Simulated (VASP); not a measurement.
# Hg (P6_3/mmc) in VASP: further runs

The runs below take Hg through single point, with PBEsol+D3(BJ).

Everything below comes from runs of VASP 6.6.1. Logs are shortened: lines on timing, memory, paths and dates and some standing lists are left out, and cuts for length are marked.

## Step 1: The cell of the first run

It takes space group P6_3/mmc (No. 194, hexagonal). The conventional cell has a = 3.153 Å, b = 3.153 Å, c = 5.261 Å, α = 90.00°, β = 90.00°, γ = 120.00°. Hg (site symmetry -6m2) has 12 Hg at 3.15 to 3.20 Å within 4.1 Å.

## Step 2: Single point, PBEsol+D3(BJ) (22.65 Å³/atom)

File INCAR:

```
SYSTEM = Hg
PREC = Accurate
ENCUT = 520
EDIFF = 1E-6
ISMEAR = 0
SIGMA = 0.15
LREAL = .FALSE.
LASPH = .TRUE.
NELM = 100
ALGO = Fast
ISIF = 2
LWAVE = .FALSE.
LCHARG = .FALSE.
GGA = PS
IVDW = 12
NBANDS = 19
```

File KPOINTS:

```
Automatic mesh
0
G
  18 18 10
  0 0 0
```

File POSCAR:

```
Hg
1.0
    3.1531382511      0.0000000000      0.0000000000
   -1.5765691256      2.7306978271      0.0000000000
    0.0000000000      0.0000000000      5.2606958582
Hg
2
Direct
    0.6666666667      0.3333333333      0.7500000000
    0.3333333333      0.6666666667      0.2500000000
```

Potentials or basis: VASP PAW PBE potentials, release 64 (Hg).

The run is started by

```sh
$ cat potpaw_PBE.64/Hg/POTCAR > POTCAR
$ mpirun -np 1 vasp_std > vasp.out
```

OUTCAR:

```text
SYSTEM = Hg
   PREC = Accurate
   ENCUT = 520
   EDIFF = 1E-6
   ISMEAR = 0
   LREAL = .FALSE.
   LASPH = .TRUE.
   NELM = 100
   ISIF = 2
   GGA = PS
   IVDW = 12
 IVDW          = 12

 ion  position               nearest neighbor table
   1  0.667  0.333  0.750-   2 3.20   2 3.20   2 3.20   2 3.20   2 3.20   2 3.20
   2  0.333  0.667  0.250-   1 3.20   1 3.20   1 3.20   1 3.20   1 3.20   1 3.20

  LATTYP: Found a hexagonal cell.
 ALAT       =     3.1531382511
 C/A-ratio  =     1.6684000000

  Lattice vectors:

 A1 = (   3.1531382511,   0.0000000000,   0.0000000000)
 A2 = (  -1.5765691256,   2.7306978271,   0.0000000000)
 A3 = (   0.0000000000,   0.0000000000,   5.2606958582)

Analysis of symmetry for initial positions (statically):
=====================================================================
 Subroutine PRICEL returns:
 Original cell was already a primitive cell.

 Routine SETGRP: Setting up the symmetry group for a
 hexagonal supercell.

 Subroutine GETGRP returns: Found 24 space group operations
 (whereof 12 operations were pure point group operations)
 out of a pool of 24 trial point group operations.

The static configuration has the point symmetry D_3d.
 The point group associated with its full space group is D_6h.

Analysis of symmetry for dynamics (positions and initial velocities):
=====================================================================
 Subroutine PRICEL returns:
 Original cell was already a primitive cell.

 Routine SETGRP: Setting up the symmetry group for a
 hexagonal supercell.

 Subroutine GETGRP returns: Found 24 space group operations
 (whereof 12 operations were pure point group operations)
 out of a pool of 24 trial point group operations.

The dynamic configuration has the point symmetry D_3d.
 The point group associated with its full space group is D_6h.

 Subroutine INISYM returns: Found 24 space group operations
 (whereof 12 operations are pure point group operations),
 and found     1 'primitive' translations

----------------------------------------------------------------------------------------

                                     Primitive cell

  volume of cell :      45.2960

  direct lattice vectors                    reciprocal lattice vectors
     3.153138251  0.000000000  0.000000000     0.317144356  0.183103379  0.000000000
    -1.576569126  2.730697827  0.000000000     0.000000000  0.366206759  0.000000000
     0.000000000  0.000000000  5.260695858     0.000000000  0.000000000  0.190088921

  length of vectors
     3.153138251  3.153138251  5.260695858     0.366206759  0.366206759  0.190088921

  position of ions in fractional coordinates (direct lattice)
     0.666666667  0.333333333  0.750000000
     0.333333333  0.666666667  0.250000000

  ion indices of the primitive-cell ions
   primitive index   ion index
                 1           1
                 2           2

----------------------------------------------------------------------------------------

 KPOINTS: Automatic mesh

Automatic generation of k-mesh.
 Grid dimensions read from file:
 generate k-points for:   18   18   10

 Generating k-lattice:

  Cartesian coordinates                     Fractional coordinates (reciprocal lattice)
     0.017619131  0.010172410  0.000000000     0.055555556  0.000000000  0.000000000
     0.000000000  0.020344820  0.000000000     0.000000000  0.055555556  0.000000000
     0.000000000  0.000000000  0.019008892     0.000000000  0.000000000  0.100000000

  Length of vectors
     0.020344820  0.020344820  0.019008892

  Shift w.r.t. Gamma in fractional coordinates (k-lattice)
     0.000000000  0.000000000  0.000000000

 Subroutine IBZKPT returns following result:
 ===========================================

 Found    222 irreducible k-points:

 Following reciprocal coordinates:
            Coordinates               Weight
  0.000000  0.000000  0.000000      1.000000
  0.055556  0.000000  0.000000      6.000000
  0.111111  0.000000  0.000000      6.000000
  0.166667  0.000000  0.000000      6.000000
  0.222222  0.000000  0.000000      6.000000
  0.277778  0.000000  0.000000      6.000000
[... 16 lines left out ...]
  0.333333  0.111111  0.000000     12.000000
  0.388889  0.111111  0.000000     12.000000
 [... further k-points ...]
   k-points           NKPTS =    222   k-points in BZ     NKDIM =    222   number of bands    NBANDS=     19
   number of dos      NEDOS =    301   number of ions     NIONS =      2
   total plane-waves  NPLWV =  23040
   dimension x,y,z NGX =    24 NGY =   24 NGZ =   40
   dimension x,y,z NGXF=    48 NGYF=   48 NGZF=   80
   ions per type =               2
   NGX,Y,Z   is equivalent  to a cutoff of  12.65, 12.65, 12.64 a.u.
   NGXF,Y,Z  is equivalent  to a cutoff of  25.31, 25.31, 25.28 a.u.
 SYSTEM =  Hg
   PREC   = accura    normal or accurate (medium, high low for compatibility)
   ISTART =      0    job   : 0-new  1-cont  2-samecut
   ICHARG =      2    charge: 1-file 2-atom 10-const
   ISPIN  =      1    spin polarized calculation?
   LNONCOLLINEAR =      F non collinear calculations
   LSORBIT =      F    spin-orbit coupling
   LASPH  =      T    aspherical Exc in radial PAW
   ENCUT  =  520.0 eV  38.22 Ry    6.18 a.u.   5.86  5.86  9.78*2*pi/ulx,y,z
   NELM   =    100;   NELMIN=  2; NELMDL= -5     # of ELM steps
   EDIFF  = 0.1E-05   stopping-criterion for ELM
   LREAL  =      F    real-space projection
   EDIFFG = 0.1E-04   stopping-criterion for IOM
   NSW    =      0    number of steps for IOM
   IBRION =     -1    ionic relax: 0-MD 1-quasi-New 2-CG
   NFREE  =      0    steps in history (QN), initial steepest desc. (CG)
   ISIF   =      2    stress and relaxation
   ISYM   =      2    0-nonsym 1-usesym 2-fastsym
   POTIM  = 0.5000    time-step for ionic-motion
   TEBEG  =    0.0;   TEEND  =   0.0 temperature during run
   PSTRESS=    0.0 pullay stress
   NELECT =      24.0000    total number of electrons
   NUPDOWN=      -1.0000    fix difference up-down
   EMIN   =  10.00;   EMAX   =-10.00  energy-range for DOS
   EFERMI =   0.00;   METHOD = LEGACY
   ISMEAR =     0;   SIGMA  =   0.15  broadening in eV -4-tet -1-fermi 0-gaus
   EFERMI_NEDOS =   21; number of points for ismear=-14 and -15
   IALGO  =     68    algorithm
   IMIX   =      4    mixing-type and parameters
     AMIX     =   0.40;   BMIX     =  1.00
     AMIX_MAG =   1.60;   BMIX_MAG =  1.00
  volume/ion in A,a.u.               =      22.65       152.84
  Fermi-wavevector in a.u.,A,eV,Ry     =   1.324724  2.503365 23.876766  1.754893
  Thomas-Fermi vector in A             =   2.454237
   LORBIT       =      0    0 simple, 1 ext, 2 COOP (PROOUT), +10 PAW based schemes
   GGA     = PS    functional components
   LHFCALC =     F    Hartree Fock is set to
   AEXX    =    0.0000 exact exchange contribution
   IVDW    =    12    specifies the selected vdW correction
   LEPSILON=     F    determine dielectric tensor
   LRPA    =     F    only Hartree local field effects (RPA)
 non-spin polarized calculation
 RMM-DIIS sequential band-by-band and
 Gauss-broadening in eV      SIGMA  =   0.15
  energy-cutoff  :      520.00
  volume of cell :       45.30
 maximum number of plane-waves:      1236
 NGX is ok and might be reduce to    24
   NGX = 11   NGY = 11   NGZ = 19

 number of electron      24.0000005 magnetization

 Free energy of the ion-electron system (eV)
  ---------------------------------------------------
  ext. energy  EPLUGINS =         0.00000000
  ---------------------------------------------------
  free energy    TOTEN  =        -1.07115837 eV

  energy without entropy =       -1.06077112  energy(sigma->0) =       -1.06596475

 E-fermi :   2.7557     XC(G=0): -11.2798

 val. band max:        2.7551421474   @ k =   0.3333   0.1111   0.1000
 cond. band min:       2.7600552339   @ k =   0.2778   0.2778   0.0000
 fundamental gap:      0.0049130865
 Fermi energy:         2.7557002028

 k-point     1 :       0.0000    0.0000    0.0000
  band No.  band energies     occupation
      1      -6.5581      2.00000
      2      -5.3787      2.00000
      3      -4.2945      2.00000
      4      -4.1607      2.00000
      5      -4.1607      2.00000
      6      -4.0232      2.00000
[... 11 lines left out ...]
     18      17.7518      0.00000
     19      18.5890      0.00000

 k-point     2 :       0.0556    0.0000    0.0000
  band No.  band energies     occupation
      1      -6.4834      2.00000
      2      -5.3333      2.00000
      3      -4.3090      2.00000
      4      -4.1440      2.00000
      5      -4.1267      2.00000
      6      -4.0352      2.00000
[... 11 lines left out ...]
     18      18.0530      0.00000
     19      18.9701      0.00000

 k-point     3 :       0.1111    0.0000    0.0000
  band No.  band energies     occupation
      1      -6.2654      2.00000
      2      -5.2094      2.00000
      3      -4.3495      2.00000
      4      -4.1080      2.00000
      5      -4.0427      2.00000
      6      -4.0277      2.00000
[... 11 lines left out ...]
     18      18.2914      0.00000
     19      18.6531      0.00000

 k-point     4 :       0.1667    0.0000    0.0000
  band No.  band energies     occupation
      1      -5.9270      2.00000
      2      -5.0530      2.00000
      3      -4.3813      2.00000
      4      -4.1338      2.00000
      5      -3.9816      2.00000
      6      -3.9339      2.00000
[... 407 lines left out ...]
     18      14.9027      0.00000
     19      15.4458      0.00000

 k-point    23 :       0.3333    0.1111    0.0000
  band No.  band energies     occupation
      1      -5.0122      2.00000
      2      -4.8884      2.00000
      3      -4.7623      2.00000
      4      -4.1716      2.00000
      5      -3.9138      2.00000
      6      -3.8820      2.00000
[... 11 lines left out ...]
     18      14.4032      0.00000
     19      15.1188      0.00000

 k-point    24 :       0.3889    0.1111    0.0000
  band No.  band energies     occupation
      1      -5.0673      2.00000
      2      -4.9019      2.00000
      3      -4.8487      2.00000
      4      -4.1824      2.00000
      5      -3.9409      2.00000
      6      -3.8459      2.00000
[... 11 lines left out ...]
     18      14.0836      0.00000
     19      14.9201      0.00000

 [... further k-points ...]

------------------------ aborting loop because EDIFF is reached ----------------------------------------

 Edisp (eV)   -0.88236

 E8    (eV) :    -0.5986

  FORCE on cell =-STRESS in cart. coord.  units (eV):
  Direction    XX          YY          ZZ          XY          YZ          ZX
  --------------------------------------------------------------------------------------
  -------------------------------------------------------------------------------------
  Total      -0.33528    -0.33528    -0.37798     0.00000    -0.00000     0.00000
  in kB     -11.85944   -11.85944   -13.36957     0.00000    -0.00000     0.00000
  external pressure =      -12.36 kB  Pullay stress =        0.00 kB

 VOLUME and BASIS-vectors are now :
 -----------------------------------------------------------------------------
  energy-cutoff  :      520.00
  volume of cell :       45.30
      direct lattice vectors                 reciprocal lattice vectors
     3.153138251  0.000000000  0.000000000     0.317144356  0.183103379  0.000000000
    -1.576569126  2.730697827  0.000000000     0.000000000  0.366206759  0.000000000
     0.000000000  0.000000000  5.260695858     0.000000000  0.000000000  0.190088921

 POSITION                                       TOTAL-FORCE (eV/Angst)
 -----------------------------------------------------------------------------------
      1.57657      0.91023      3.94552         0.000000      0.000000      0.000000
     -0.00000      1.82047      1.31517        -0.000000      0.000000      0.000000
 -----------------------------------------------------------------------------------
    total drift:                               -0.000000      0.000000     -0.000000

  FREE ENERGIE OF THE ION-ELECTRON SYSTEM (eV)
  ---------------------------------------------------
  free  energy   TOTEN  =        -1.9535201390 eV

  energy  without entropy=       -1.9431328920  energy(sigma->0) =       -1.94832652
```

Run time: 2.2 min. Hardware: 1 thread of Intel Xeon 8259CL, shared host; peak memory 0.28 GiB.

Results:

```yaml
Free_energy: -1.9535 eV
Pressure: -1.2 GPa
Band_gap_on_the_k_mesh: zero (bands 12 and 13 overlap by 1.94 eV)
Dispersion_energy_per_atom: -0.441 eV
```

Levels at points of the mesh, in eV from the Fermi level:
```
           k point  band 10  band 11  band 12  band 13  band 14  band 15
(0.00, 0.00, 0.00)    -5.79    -5.79    -1.82    -1.63    13.37    13.37
(0.50, 0.00, 0.00)    -5.57    -2.18    -2.16     2.83     2.89     4.11
(0.00, 0.00, 0.50)    -6.03    -6.03    -6.03     6.48     6.48    13.65
(0.50, 0.00, 0.50)    -5.61    -1.22    -1.22    -0.22    -0.22     9.63
```

Caveat: the PAW data sets were made with another functional, which shifts forces and pressure a little; spin-orbit coupling is left out, which moves the levels of the heavy elements.

## Step 3: Single point, PBEsol+D3(BJ) (22.65 Å³/atom)

File INCAR:

```
SYSTEM = Hg
PREC = Accurate ; ENCUT = 520
EDIFF = 1E-7 ; ISMEAR = 0
SIGMA = 0.15 ; LREAL = .FALSE.
LASPH = .TRUE. ; NELM = 60
ALGO = Fast ; ISIF = 2
LWAVE = .FALSE. ; LCHARG = .FALSE.
GGA = PS ; IVDW = 12
NBANDS = 19
```

File KPOINTS:

```
regular mesh
0
G
  18 18 10
  0 0 0
```

File POSCAR:

```
Hg
1.0
    3.2169996360      0.0000000000      0.0000000000
   -1.6084998180      2.7860034087      0.0000000000
    0.0000000000      0.0000000000      5.0539064282
Hg
2
Direct
    0.6666666667      0.3333333333      0.7500000000
    0.3333333333      0.6666666667      0.2500000000
```

Potentials or basis: VASP PAW PBE potentials, release 64 (Hg).

The run is started by

```sh
$ cat potpaw_PBE.64/Hg/POTCAR > POTCAR
$ mpirun -np 1 vasp_std > vasp.out
```

OUTCAR:

```text
SYSTEM = Hg
   PREC = Accurate
   ENCUT = 520
   EDIFF = 1E-7
   ISMEAR = 0
   LREAL = .FALSE.
   LASPH = .TRUE.
   NELM = 60
   ISIF = 2
   GGA = PS
   IVDW = 12
 IVDW          = 12

 ion  position               nearest neighbor table
   1  0.667  0.333  0.750-   2 3.14   2 3.14   2 3.14   2 3.14   2 3.14   2 3.14
   2  0.333  0.667  0.250-   1 3.14   1 3.14   1 3.14   1 3.14   1 3.14   1 3.14

  LATTYP: Found a hexagonal cell.
 ALAT       =     3.2169996360
 C/A-ratio  =     1.5710000000

  Lattice vectors:

 A1 = (   3.2169996360,   0.0000000000,   0.0000000000)
 A2 = (  -1.6084998180,   2.7860034087,   0.0000000000)
 A3 = (   0.0000000000,   0.0000000000,   5.0539064282)

Analysis of symmetry for initial positions (statically):
=====================================================================
 Subroutine PRICEL returns:
 Original cell was already a primitive cell.

 Routine SETGRP: Setting up the symmetry group for a
 hexagonal supercell.

 Subroutine GETGRP returns: Found 24 space group operations
 (whereof 12 operations were pure point group operations)
 out of a pool of 24 trial point group operations.

The static configuration has the point symmetry D_3d.
[... 163 lines left out ...]
  energy without entropy =       -1.06669121  energy(sigma->0) =       -1.07063460

 E-fermi :   2.7665     XC(G=0): -11.2788

 val. band max:        2.7464102667   @ k =   0.1111   0.1111   0.0000
 cond. band min:       2.7694528755   @ k =   0.4444   0.0556   0.3000
 fundamental gap:      0.0230426088
 Fermi energy:         2.7664631942

 k-point     1 :       0.0000    0.0000    0.0000
  band No.  band energies     occupation
      1      -6.5609      2.00000
      2      -5.2921      2.00000
      3      -4.1440      2.00000
      4      -4.1440      2.00000
      5      -4.1152      2.00000
      6      -3.9727      2.00000
[... 505 lines left out ...]
      6      -3.7702      2.00000
[... 11 lines left out ...]
     18      14.0900      0.00000
     19      14.8217      0.00000

 [... further k-points ...]

------------------------ aborting loop because EDIFF is reached ----------------------------------------

 Edisp (eV)   -0.88245

 E8    (eV) :    -0.5986

  FORCE on cell =-STRESS in cart. coord.  units (eV):
  Direction    XX          YY          ZZ          XY          YZ          ZX
  --------------------------------------------------------------------------------------
  -------------------------------------------------------------------------------------
  Total      -0.32147    -0.32147    -0.33350     0.00000    -0.00000    -0.00000
  in kB     -11.37070   -11.37070   -11.79639     0.00000    -0.00000    -0.00000
  external pressure =      -11.51 kB  Pullay stress =        0.00 kB

 VOLUME and BASIS-vectors are now :
 -----------------------------------------------------------------------------
  energy-cutoff  :      520.00
  volume of cell :       45.30
      direct lattice vectors                 reciprocal lattice vectors
     3.216999636  0.000000000  0.000000000     0.310848652  0.179468553  0.000000000
    -1.608499818  2.786003409  0.000000000     0.000000000  0.358937106  0.000000000
     0.000000000  0.000000000  5.053906428     0.000000000  0.000000000  0.197866742

 POSITION                                       TOTAL-FORCE (eV/Angst)
 -----------------------------------------------------------------------------------
      1.60850      0.92867      3.79043        -0.000000     -0.000000      0.000000
     -0.00000      1.85734      1.26348         0.000000      0.000000     -0.000000
 -----------------------------------------------------------------------------------
    total drift:                               -0.000000      0.000000     -0.000000

  FREE ENERGIE OF THE ION-ELECTRON SYSTEM (eV)
  ---------------------------------------------------
  free  energy   TOTEN  =        -1.9570230468 eV

  energy  without entropy=       -1.9491362691  energy(sigma->0) =       -1.95307966
```

stdout:

```text
POSCAR found type information on POSCAR Hg
 POSCAR found :  1 types and       2 ions
 scaLAPACK will be used
 -----------------------------------------------------------------------------
|                                                                             |
|                                                                             |
|     You enforced a specific xc type in the INCAR file but a different       |
|     I HOPE YOU KNOW WHAT YOU ARE DOING!                                     |
|                                                                             |
 -----------------------------------------------------------------------------

 LDA part: xc-table for (Slater+PW92), standard interpolation
 POSCAR, INCAR and KPOINTS ok, starting setup
 FFT: planning ... GRIDC
 FFT: planning ... GRID_SOFT
 FFT: planning ... GRID
 WAVECAR not read
 entering main loop
```

Run time: 2.4 min. Hardware: 1 thread of Intel Xeon 8259CL, shared host; peak memory 0.29 GiB.

Results:

```
Free energy                : -1.9570 eV
Pressure                   : -1.2 GPa
Band gap on the k mesh     : zero (bands 12 and 13 overlap by 1.32 eV)
Dispersion energy per atom : -0.441 eV
```

Caveat: the PAW data sets were made with another functional, which shifts forces and pressure a little; spin-orbit coupling is left out, which moves the levels of the heavy elements.

(Part 1 of 2 ends here.)
